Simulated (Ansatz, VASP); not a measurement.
## Two plane-wave programs on ZnGe2N

INCAR

```
  PREC = Accurate
  ENCUT = 520
  EDIFF = 1E-6
  ISMEAR = 0
  SIGMA = 0.1
  LREAL = F
  LASPH = T
  NELM = 80
  ALGO = Normal
  ISIF = 2
  LWAVE = F
  LCHARG = F
  GGA = PE
  NBANDS = 30
```

File KPOINTS:

```
regular mesh
0
Gamma
  6 6 4
```

File POSCAR:

```
ZnGe2N
1.0
    4.2018422500      0.0000000000      0.0000000000
   -2.1009211300      3.6389021300      0.0000000000
    0.0000000000      0.0000000000      4.0587766400
Zn Ge N
1 2 1
Direct
    0.0000000000      0.0000000000      0.2514861300
    0.3333333300      0.6666666700      0.6492927200
    0.6666666700      0.3333333300      0.6492927200
    0.0000000000      0.0000000000      0.7417602100
```

Input for Ansatz:

```yaml
crystal:
  lattice:
    - [4.20184225, 0.0, 0.0]
    - [-2.10092113, 3.63890213, 0.0]
    - [0.0, 0.0, 4.05877664]
  atoms:
    - { symbol: Zn, position: [0.0, 0.0, 0.25148613] }
    - { symbol: Ge, position: [0.33333333, 0.66666667, 0.64929272] }
    - { symbol: Ge, position: [0.66666667, 0.33333333, 0.64929272] }
    - { symbol: "N", position: [0.0, 0.0, 0.74176021] }
basis:
  ecutwfc: 420
kpoints:
  mp_grid: { grid: [6, 6, 4] }
hamiltonian:
  xc: pbe
scf:
  occupations: { method: gaussian, width: 0.1 }
  lower_state_search: "off"
output:
  forces: true
  stress: true
  eigenvalues: true
```

Alike in both runs: task single point; functional PBE; k mesh 6 × 6 × 4; occupations gaussian, width 0.1 eV; no spin polarisation.

|  | VASP | Ansatz |
| --- | --- | --- |
| version | VASP 6.6.1 | Ansatz 0.2.0 |
| potentials or method | VASP PAW PBE potentials, release 64 (Zn, Ge_d, N), cutoff 520 eV | scalar-relativistic, plane waves, PAW |
| valence electrons in the cell | 45 | 45 |

Ansatz gave:

```
gap on the k mesh at the Fermi level (eV)                     : none
pressure (GPa)                                                : 12.3
traceless stress, the component that is largest in VASP (GPa) : -13.24
rms of the force components (eV/Å)                            : 0.626
```

Which values does VASP return?

gap on the k mesh at the Fermi level (eV): none; pressure (GPa): 12.5; traceless stress, the component that is largest in VASP (GPa): -12.94; rms of the force components (eV/Å): 0.637.

Atom by atom the forces differ by 0.012 eV/Å (rms over components). A gap of «none» marks a metal or a gap that the smearing closes. With one functional, cell and mesh, what is left measures potentials, basis and numerics.

The k mesh is coarse, so the values compare programs but aren't converged.
